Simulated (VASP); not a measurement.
# Sc4Mo (Pm-3m) in VASP: notebook

Sc4Mo is run at these levels: PBE; tasks: single point.

Everything below comes from runs of VASP 6.6.1. Logs are shortened: lines on timing, memory, paths and dates and some standing lists are left out, and cuts for length are marked.

### 1 The cell of the first run

The structure is cubic, space group Pm-3m (No. 221). Conventional cell: a = 4.409 Å, b = 4.409 Å, c = 4.409 Å, α = 90.00°, β = 90.00°, γ = 90.00°. Sc (site symmetry m-3m) has 6 Sc at 2.20 Å within 2.9 Å. Sc (site symmetry 4/mmm) has 2 Sc at 2.20 Å within 2.9 Å. Within 4.1 Å of Mo (site symmetry m-3m) lie 20 Sc at 3.12 to 3.82 Å.

### 2 Single point, PBE

The input, INCAR:

```
  PREC = Accurate
  ENCUT = 520
  EDIFF = 1E-7
  ISMEAR = 0
  SIGMA = 0.1
  LREAL = F
  LASPH = T
  NELM = 60
  ALGO = Normal
  ISIF = 2
  LWAVE = F
  LCHARG = F
  GGA = PE
  NBANDS = 37
```

The input, KPOINTS:

```
Automatic mesh
0
Gamma
  4 4 4
```

The input, POSCAR:

```
Sc4Mo
1.0
    4.4089228100      0.0000000000      0.0000000000
    0.0000000000      4.4089228100      0.0000000000
    0.0000000000      0.0000000000      4.4089228100
Sc Mo
4 1
Direct
    0.5000000000      0.5000000000      0.5000000000
    0.0000000000      0.5000000000      0.5000000000
    0.5000000000      0.0000000000      0.5000000000
    0.5000000000      0.5000000000      0.0000000000
    0.0000000000      0.0000000000      0.0000000000
```

Potentials or basis: VASP PAW PBE potentials, release 64 (Sc_sv, Mo_sv).

The run is started by

```
$ cat potpaw_PBE.64/Sc_sv/POTCAR potpaw_PBE.64/Mo_sv/POTCAR > POTCAR
$ mpirun -np 1 vasp_std > vasp.out
```

OUTCAR:

```text
PREC = Accurate
   ENCUT = 520
   EDIFF = 1E-7
   ISMEAR = 0
   LREAL = F
   LASPH = T
   NELM = 60
   ISIF = 2
   GGA = PE

 ion  position               nearest neighbor table
   1  0.500  0.500  0.500-   2 2.20   3 2.20   4 2.20   4 2.20   3 2.20   2 2.20
   2  0.000  0.500  0.500-   1 2.20   1 2.20   4 3.12   5 3.12   4 3.12   5 3.12   3 3.12   5 3.12
                             5 3.12   3 3.12   3 3.12   4 3.12   4 3.12   3 3.12
   3  0.500  0.000  0.500-   1 2.20   1 2.20   4 3.12   5 3.12   4 3.12   5 3.12   2 3.12   2 3.12
                             4 3.12   4 3.12   2 3.12   5 3.12   5 3.12   2 3.12
   4  0.500  0.500  0.000-   1 2.20   1 2.20   3 3.12   5 3.12   2 3.12   2 3.12   3 3.12   3 3.12
                             5 3.12   3 3.12   2 3.12   5 3.12   2 3.12   5 3.12
   5  0.000  0.000  0.000-   2 3.12   3 3.12   4 3.12   2 3.12   3 3.12   2 3.12   4 3.12   2 3.12
                             3 3.12   4 3.12   3 3.12   4 3.12

  LATTYP: Found a simple cubic cell.
 ALAT       =     4.4089228100

  Lattice vectors:

 A1 = (   4.4089228100,   0.0000000000,   0.0000000000)
 A2 = (   0.0000000000,   4.4089228100,   0.0000000000)
 A3 = (   0.0000000000,   0.0000000000,   4.4089228100)

Analysis of symmetry for initial positions (statically):
=====================================================================
 Subroutine PRICEL returns:
 Original cell was already a primitive cell.

 Routine SETGRP: Setting up the symmetry group for a
 simple cubic supercell.

 Subroutine GETGRP returns: Found 48 space group operations
 (whereof 48 operations were pure point group operations)
 out of a pool of 48 trial point group operations.

The static configuration has the point symmetry O_h .

Analysis of symmetry for dynamics (positions and initial velocities):
=====================================================================
 Subroutine PRICEL returns:
 Original cell was already a primitive cell.

 Routine SETGRP: Setting up the symmetry group for a
 simple cubic supercell.

 Subroutine GETGRP returns: Found 48 space group operations
 (whereof 48 operations were pure point group operations)
 out of a pool of 48 trial point group operations.

The dynamic configuration has the point symmetry O_h .

 Subroutine INISYM returns: Found 48 space group operations
 (whereof 48 operations are pure point group operations),
 and found     1 'primitive' translations

----------------------------------------------------------------------------------------

                                     Primitive cell

  volume of cell :      85.7033

  direct lattice vectors                    reciprocal lattice vectors
     4.408922810  0.000000000  0.000000000     0.226812771  0.000000000  0.000000000
     0.000000000  4.408922810  0.000000000     0.000000000  0.226812771  0.000000000
     0.000000000  0.000000000  4.408922810     0.000000000  0.000000000  0.226812771

  length of vectors
     4.408922810  4.408922810  4.408922810     0.226812771  0.226812771  0.226812771

  position of ions in fractional coordinates (direct lattice)
     0.500000000  0.500000000  0.500000000
     0.000000000  0.500000000  0.500000000
     0.500000000  0.000000000  0.500000000
     0.500000000  0.500000000  0.000000000
     0.000000000  0.000000000  0.000000000

  ion indices of the primitive-cell ions
   primitive index   ion index
                 1           1
                 2           2
                 3           3
                 4           4
                 5           5

----------------------------------------------------------------------------------------

 KPOINTS: Automatic mesh

Automatic generation of k-mesh.
 Grid dimensions read from file:
 generate k-points for:    4    4    4

 Generating k-lattice:

  Cartesian coordinates                     Fractional coordinates (reciprocal lattice)
     0.056703193  0.000000000  0.000000000     0.250000000  0.000000000  0.000000000
     0.000000000  0.056703193  0.000000000     0.000000000  0.250000000  0.000000000
     0.000000000  0.000000000  0.056703193     0.000000000  0.000000000  0.250000000

  Length of vectors
     0.056703193  0.056703193  0.056703193

  Shift w.r.t. Gamma in fractional coordinates (k-lattice)
     0.000000000  0.000000000  0.000000000

 Subroutine IBZKPT returns following result:
 ===========================================

 Found     10 irreducible k-points:

 Following reciprocal coordinates:
            Coordinates               Weight
  0.000000  0.000000  0.000000      1.000000
  0.250000  0.000000  0.000000      6.000000
  0.500000  0.000000  0.000000      3.000000
  0.250000  0.250000  0.000000     12.000000
  0.500000  0.250000  0.000000     12.000000
  0.500000  0.500000  0.000000      3.000000
  0.250000  0.250000  0.250000      8.000000
  0.500000  0.250000  0.250000     12.000000
  0.500000  0.500000  0.250000      6.000000
  0.500000  0.500000  0.500000      1.000000
   k-points           NKPTS =     10   k-points in BZ     NKDIM =     10   number of bands    NBANDS=     37
   number of dos      NEDOS =    301   number of ions     NIONS =      5
   total plane-waves  NPLWV =  46656
   dimension x,y,z NGX =    36 NGY =   36 NGZ =   36
   dimension x,y,z NGXF=    72 NGYF=   72 NGZF=   72
   ions per type =               4   1
   NGX,Y,Z   is equivalent  to a cutoff of  13.57, 13.57, 13.57 a.u.
   NGXF,Y,Z  is equivalent  to a cutoff of  27.15, 27.15, 27.15 a.u.
 SYSTEM =  unknown system
   PREC   = accura    normal or accurate (medium, high low for compatibility)
   ISTART =      0    job   : 0-new  1-cont  2-samecut
   ICHARG =      2    charge: 1-file 2-atom 10-const
   ISPIN  =      1    spin polarized calculation?
   LNONCOLLINEAR =      F non collinear calculations
   LSORBIT =      F    spin-orbit coupling
   LASPH  =      T    aspherical Exc in radial PAW
   ENCUT  =  520.0 eV  38.22 Ry    6.18 a.u.   8.20  8.20  8.20*2*pi/ulx,y,z
   NELM   =     60;   NELMIN=  2; NELMDL= -5     # of ELM steps
   EDIFF  = 0.1E-06   stopping-criterion for ELM
   LREAL  =      F    real-space projection
   EDIFFG = 0.1E-05   stopping-criterion for IOM
   NSW    =      0    number of steps for IOM
   IBRION =     -1    ionic relax: 0-MD 1-quasi-New 2-CG
   NFREE  =      0    steps in history (QN), initial steepest desc. (CG)
   ISIF   =      2    stress and relaxation
   ISYM   =      2    0-nonsym 1-usesym 2-fastsym
   POTIM  = 0.5000    time-step for ionic-motion
   TEBEG  =    0.0;   TEEND  =   0.0 temperature during run
   PSTRESS=    0.0 pullay stress
   NELECT =      58.0000    total number of electrons
   NUPDOWN=      -1.0000    fix difference up-down
   EMIN   =  10.00;   EMAX   =-10.00  energy-range for DOS
   EFERMI =   0.00;   METHOD = LEGACY
   ISMEAR =     0;   SIGMA  =   0.10  broadening in eV -4-tet -1-fermi 0-gaus
   EFERMI_NEDOS =   21; number of points for ismear=-14 and -15
   IALGO  =     38    algorithm
   IMIX   =      4    mixing-type and parameters
     AMIX     =   0.40;   BMIX     =  1.00
     AMIX_MAG =   1.60;   BMIX_MAG =  1.00
  volume/ion in A,a.u.               =      17.14       115.67
  Fermi-wavevector in a.u.,A,eV,Ry     =   1.437314  2.716130 28.107890  2.065872
  Thomas-Fermi vector in A             =   2.556405
   LORBIT       =      0    0 simple, 1 ext, 2 COOP (PROOUT), +10 PAW based schemes
   GGA     = PE    functional components
   LHFCALC =     F    Hartree Fock is set to
   AEXX    =    0.0000 exact exchange contribution
   IVDW    =     0    specifies the selected vdW correction
   LEPSILON=     F    determine dielectric tensor
   LRPA    =     F    only Hartree local field effects (RPA)
 non-spin polarized calculation
 Gauss-broadening in eV      SIGMA  =   0.10
  energy-cutoff  :      520.00
  volume of cell :       85.70
 maximum number of plane-waves:      2325
 NGX is ok and might be reduce to    36
   NGX = 17   NGY = 17   NGZ = 17

 number of electron      57.9999985 magnetization

 Free energy of the ion-electron system (eV)
  ---------------------------------------------------
  ext. energy  EPLUGINS =         0.00000000
  ---------------------------------------------------
  free energy    TOTEN  =       -27.48311290 eV

  energy without entropy =      -27.46757747  energy(sigma->0) =      -27.47534519

 E-fermi :   6.6599     XC(G=0): -11.6063

 val. band max:        6.6336457928   @ k =   0.5000   0.0000   0.0000
 cond. band min:       6.7741491865   @ k =   0.5000   0.2500   0.2500
 fundamental gap:      0.1405033938
 Fermi energy:         6.6598881540

 k-point     1 :       0.0000    0.0000    0.0000
  band No.  band energies     occupation
      1     -53.8466      2.00000
      2     -42.7438      2.00000
      3     -41.9901      2.00000
      4     -41.9901      2.00000
      5     -40.7202      2.00000
      6     -27.9157      2.00000
[... 29 lines left out ...]
     36       9.8024      0.00000
     37       9.8024      0.00000

 k-point     2 :       0.2500    0.0000    0.0000
  band No.  band energies     occupation
      1     -53.8465      2.00000
      2     -42.6655      2.00000
      3     -42.0122      2.00000
      4     -41.9899      2.00000
      5     -40.8055      2.00000
      6     -27.9161      2.00000
[... 29 lines left out ...]
     36       9.4929      0.00000
     37       9.7896      0.00000

 k-point     3 :       0.5000    0.0000    0.0000
  band No.  band energies     occupation
      1     -53.8464      2.00000
      2     -42.5726      2.00000
      3     -42.0453      2.00000
      4     -41.9898      2.00000
      5     -40.8943      2.00000
      6     -27.9165      2.00000
[... 29 lines left out ...]
     36       9.1233      0.00000
     37       9.1233      0.00000
[... 201 lines left out ...]
 k-point     9 :       0.5000    0.5000    0.2500
  band No.  band energies     occupation
      1     -53.8462      2.00000
      2     -42.2295      2.00000
      3     -42.0449      2.00000
      4     -42.0449      2.00000
      5     -41.2685      2.00000
      6     -27.9202      2.00000
[... 29 lines left out ...]
     36       8.4674      0.00000
     37      10.0988      0.00000

 k-point    10 :       0.5000    0.5000    0.5000
  band No.  band energies     occupation
      1     -53.8461      2.00000
      2     -42.0446      2.00000
      3     -42.0446      2.00000
      4     -42.0446      2.00000
      5     -41.4822      2.00000
      6     -27.9214      2.00000
[... 29 lines left out ...]
     36       9.7419      0.00000
     37      10.4756      0.00000

------------------------ aborting loop because EDIFF is reached ----------------------------------------

  FORCE on cell =-STRESS in cart. coord.  units (eV):
  Direction    XX          YY          ZZ          XY          YZ          ZX
  --------------------------------------------------------------------------------------
  -------------------------------------------------------------------------------------
  Total       11.8577163     11.8577163     11.8577163     -0.0000000      0.0000000      0.0000000
  in kB      221.6736908    221.6736908    221.6736908     -0.0000000      0.0000000      0.0000000
  external PRESSURE =     221.6736908 kB  Pullay stress =       0.0000000 kB

 VOLUME and BASIS-vectors are now :
 -----------------------------------------------------------------------------
  energy-cutoff  :      520.00
  volume of cell :       85.70
      direct lattice vectors                 reciprocal lattice vectors
     4.408922810  0.000000000  0.000000000     0.226812771  0.000000000  0.000000000
     0.000000000  4.408922810  0.000000000     0.000000000  0.226812771  0.000000000
     0.000000000  0.000000000  4.408922810     0.000000000  0.000000000  0.226812771

 POSITION                                       TOTAL-FORCE (eV/Angst)
 -----------------------------------------------------------------------------------
      2.20446      2.20446      2.20446         0.000000      0.000000      0.000000
      0.00000      2.20446      2.20446         0.000000      0.000000      0.000000
      2.20446      0.00000      2.20446         0.000000      0.000000      0.000000
      2.20446      2.20446      0.00000         0.000000      0.000000      0.000000
      0.00000      0.00000      0.00000         0.000000      0.000000      0.000000
 -----------------------------------------------------------------------------------
    total drift:                                0.000000      0.000000      0.000000

  FREE ENERGIE OF THE ION-ELECTRON SYSTEM (eV)
  ---------------------------------------------------
  free  energy   TOTEN  =       -27.4831129041 eV

  energy  without entropy=      -27.4675774749  energy(sigma->0) =      -27.47534519
```

It took 45 s on 1 thread of Intel Xeon Platinum 8259CL at 2.50GHz (Skylake/Cascade Lake), shared host; peak memory 0.2 GiB.

Results:

```
Free energy            : -27.4831 eV
Pressure               : 22.2 GPa
Band gap on the k mesh : zero (band 29 reaches 7.17 eV, above the bottom of band 30 at 5.90 eV)
```

### 3 Single point, PBE

This run uses another cell than the first one, of 22.23 Å³/atom, 1.297 times its volume.

The input, INCAR:

```
SYSTEM = Sc4Mo
PREC = Accurate ; ENCUT = 520
EDIFF = 1E-6 ; ISMEAR = 0
SIGMA = 0.1 ; LREAL = .FALSE.
LASPH = .TRUE. ; NELM = 80
ALGO = Normal ; ISIF = 2
LWAVE = .FALSE. ; LCHARG = .FALSE.
GGA = PE ; NBANDS = 37
```

The input, KPOINTS:

```
Automatic mesh
0
G
  4 4 4
  0 0 0
```

Changes to POSCAR since step 2:

```diff
@@ -2,5 +2,5 @@
 1.0
-    4.4089228100      0.0000000000      0.0000000000
-    0.0000000000      4.4089228100      0.0000000000
-    0.0000000000      0.0000000000      4.4089228100
+    4.8083440427      0.0000000000      0.0000000000
+    0.0000000000      4.8083440427      0.0000000000
+    0.0000000000      0.0000000000      4.8083440427
 Sc Mo
```

Potentials or basis: VASP PAW PBE potentials, release 64 (Sc_sv, Mo_sv).

The run is started by

```
$ cat potpaw_PBE.64/Sc_sv/POTCAR potpaw_PBE.64/Mo_sv/POTCAR > POTCAR
$ mpirun -np 1 vasp_std > vasp.out
```

OUTCAR:

```text
SYSTEM = Sc4Mo
   PREC = Accurate
   ENCUT = 520
   EDIFF = 1E-6
   ISMEAR = 0
   LREAL = .FALSE.
   LASPH = .TRUE.
   NELM = 80
   ISIF = 2
   GGA = PE

 ion  position               nearest neighbor table
   1  0.500  0.500  0.500-   2 2.40   3 2.40   4 2.40   4 2.40   3 2.40   2 2.40
   2  0.000  0.500  0.500-   1 2.40   1 2.40   4 3.40   5 3.40   4 3.40   5 3.40   3 3.40   5 3.40
                             5 3.40   3 3.40   3 3.40   4 3.40   4 3.40   3 3.40
   3  0.500  0.000  0.500-   1 2.40   1 2.40   4 3.40   5 3.40   4 3.40   5 3.40   2 3.40   2 3.40
[... 593 lines left out ...]
  -------------------------------------------------------------------------------------
  Total        0.4641935      0.4641935      0.4641935      0.0000000     -0.0000000      0.0000000
  in kB        6.6899519      6.6899519      6.6899519      0.0000000     -0.0000000      0.0000000
  external PRESSURE =       6.6899519 kB  Pullay stress =       0.0000000 kB

 VOLUME and BASIS-vectors are now :
 -----------------------------------------------------------------------------
  energy-cutoff  :      520.00
  volume of cell :      111.17
      direct lattice vectors                 reciprocal lattice vectors
     4.808344043  0.000000000  0.000000000     0.207971807  0.000000000  0.000000000
     0.000000000  4.808344043  0.000000000     0.000000000  0.207971807  0.000000000
     0.000000000  0.000000000  4.808344043     0.000000000  0.000000000  0.207971807

 POSITION                                       TOTAL-FORCE (eV/Angst)
 -----------------------------------------------------------------------------------
      2.40417      2.40417      2.40417         0.000000      0.000000      0.000000
      0.00000      2.40417      2.40417         0.000000      0.000000      0.000000
      2.40417      0.00000      2.40417         0.000000      0.000000      0.000000
      2.40417      2.40417      0.00000         0.000000      0.000000      0.000000
      0.00000      0.00000      0.00000         0.000000      0.000000      0.000000
 -----------------------------------------------------------------------------------
    total drift:                                0.000000      0.000000      0.000000

  FREE ENERGIE OF THE ION-ELECTRON SYSTEM (eV)
  ---------------------------------------------------
  free  energy   TOTEN  =       -28.9455463589 eV

  energy  without entropy=      -28.9030205983  energy(sigma->0) =      -28.92428348
```

OSZICAR:

```text
N       E                     dE             d eps       ncg     rms          rms(c)
DAV:   1     0.120592326075E+04    0.12059E+04   -0.26611E+04   748   0.171E+03
DAV:   2     0.608741488099E+02   -0.11450E+04   -0.11313E+04   980   0.725E+02
DAV:   3    -0.288816899498E+02   -0.89756E+02   -0.86677E+02  1171   0.279E+02
DAV:   4    -0.340134458133E+02   -0.51318E+01   -0.48346E+01  1240   0.584E+01
DAV:   5    -0.343025834031E+02   -0.28914E+00   -0.27761E+00  1256   0.126E+01    0.236E+01
DAV:   6    -0.549820276463E+02   -0.20679E+02   -0.29636E+02  1099   0.824E+01    0.303E+01
DAV:   7    -0.301635842334E+02    0.24818E+02   -0.62758E+01  1179   0.327E+01    0.950E+00
DAV:   8    -0.291066173399E+02    0.10570E+01   -0.64681E+00  1136   0.164E+01    0.584E+00
DAV:   9    -0.290235577801E+02    0.83060E-01   -0.21202E+00  1051   0.104E+01    0.235E+00
DAV:  10    -0.289735259557E+02    0.50032E-01   -0.12586E+00  1035   0.908E+00    0.176E+00
DAV:  11    -0.289511136553E+02    0.22412E-01   -0.84304E-02  1120   0.252E+00    0.507E-01
DAV:  12    -0.289457272355E+02    0.53864E-02   -0.33048E-02  1072   0.140E+00    0.204E-01
DAV:  13    -0.289456353302E+02    0.91905E-04   -0.21730E-03  1152   0.342E-01    0.119E-01
DAV:  14    -0.289455843343E+02    0.50996E-04   -0.12822E-03  1056   0.270E-01    0.123E-01
DAV:  15    -0.289455598629E+02    0.24471E-04   -0.34650E-04  1048   0.186E-01    0.404E-02
DAV:  16    -0.289455488055E+02    0.11057E-04   -0.60742E-05  1200   0.696E-02    0.260E-02
DAV:  17    -0.289455469328E+02    0.18727E-05   -0.93831E-06   952   0.305E-02    0.111E-02
DAV:  18    -0.289455463589E+02    0.57386E-06   -0.60842E-07   536   0.831E-03
   1 F= -.28945546E+02 E0= -.28924283E+02  d E =-.425258E-01
```

Wall time 47 s (1 thread of Intel Xeon Platinum 8259CL at 2.50GHz (Skylake/Cascade Lake), shared host); peak memory 0.21 GiB.

What came out:

```
Free energy            : -28.9455 eV
Pressure               : 0.7 GPa
Band gap on the k mesh : zero (band 29 reaches 4.97 eV, above the bottom of band 30 at 4.05 eV)
```
